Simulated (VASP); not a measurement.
Crystal: KCl.

```
CELL_PARAMETERS angstrom
3.81343 0.00000 0.00000
0.00000 3.81343 0.00000
0.00000 0.00000 3.81343
ATOMIC_POSITIONS crystal
K 0.00000 0.00000 0.00000
Cl 0.50000 0.50000 0.50000
```

Base run:

```yaml
Program: VASP 6.6.1
Functional: HSE06
Potentials_or_basis: VASP PAW PBE potentials, release 64 (K_sv, Cl)
Cutoff: 520 eV
k_mesh: 4 × 4 × 4
Occupations: fermi-dirac, width 0.05 eV
Spin: no spin polarisation
```

Its results: band gap on the k mesh 6.21 eV (least direct gap 6.43 eV); pressure -0.1 GPa.

Question: The run is repeated on the same cell with these changes: functional from HSE06 to PBE0. What comes out?

Answer: Band gap on the k mesh 6.95 eV (least direct gap 7.18 eV); pressure -0.2 GPa.

Caveats: the PAW data sets were made with another functional, which shifts forces and pressure a little.

A k mesh can miss the band edges.
